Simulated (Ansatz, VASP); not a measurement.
## One calculation of LiRe3, two programs

```xyz
8
Lattice="5.3705 0.0000 0.0000 -2.6853 4.6510 0.0000 0.0000 0.0000 4.4737" Properties=species:S:1:pos:R:3 pbc="T T T"
Li    0.0000    3.1007    1.1184
Li    2.6853    1.5503    3.3553
Re    2.6853    3.0764    1.1184
Re   -1.3216    3.8637    3.3553
Re    1.3637    0.7873    1.1184
Re    0.0000    1.5746    3.3553
Re    4.0068    0.7873    1.1184
Re    1.3216    3.8637    3.3553
```

Alike in both runs: functional PBE; k mesh 12 × 12 × 8; occupations gaussian, width 0.1 eV; no spin polarisation.

Ansatz relaxed the structure, and its values are those at the end. VASP's run is a single point on that final structure, the one shown.

```csv
,VASP,Ansatz
version,VASP 6.6.1,Ansatz 0.2.0
potentials or method,"VASP PAW PBE potentials, release 64 (Li_sv, Re), cutoff 520 eV","scalar-relativistic, plane waves, PAW"
valence electrons in the cell,48,96
```

VASP gave:

```
gap on the k mesh at the Fermi level (eV) : none
rms of the force components (eV/Å)        : 0.017
```

Q: Which values does Ansatz return?

A: gap on the k mesh at the Fermi level (eV): none; rms of the force components (eV/Å): 0.001.

A gap of «none» marks a metal or a gap that the smearing closes. VASP's potentials hold 48 valence electrons a cell and Ansatz's 96, so a difference there can come from the potentials and not from the codes.

Neither program's run includes spin-orbit coupling. Noted on VASP's run: the cutoff is short for stress, so the pressure is rough.
